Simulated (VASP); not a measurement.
Input of a VASP 6.6.1 run:

Contents of INCAR:

```
PREC = Accurate ; ENCUT = 520
EDIFF = 1E-6 ; ISMEAR = -1
SIGMA = 0.05 ; LREAL = False
LASPH = True ; NELM = 80
ALGO = Normal ; ISIF = 2
LWAVE = False ; LCHARG = False
GGA = PE ; NBANDS = 20
```

Contents of KPOINTS:

```
Automatic mesh
0
Gamma
  19 19 11
```

File POSCAR:

```
Ga
1.0
    2.2330381710      0.0000000000      0.0000000000
   -1.1165190855      1.9338677837      0.0000000000
    0.0000000000      0.0000000000      3.7315628664
Ga
2
Direct
    0.3333333333      0.6666666667      0.2500000000
    0.6666666667      0.3333333333      0.7500000000
```

Potentials or basis: VASP PAW PBE potentials, release 64 (Ga_d).

The run is started by

```sh
$ cat potpaw_PBE.64/Ga_d/POTCAR > POTCAR
$ mpirun -np 1 vasp_std > vasp.out
```

(1) What does it give for the band gap on the k mesh?

(2) What does it give for the pressure?

Answers

(1) zero (bands 13 and 14 overlap by 10.09 eV).

(2) 333.4 GPa.

Caveat: the cell stands under pressure.
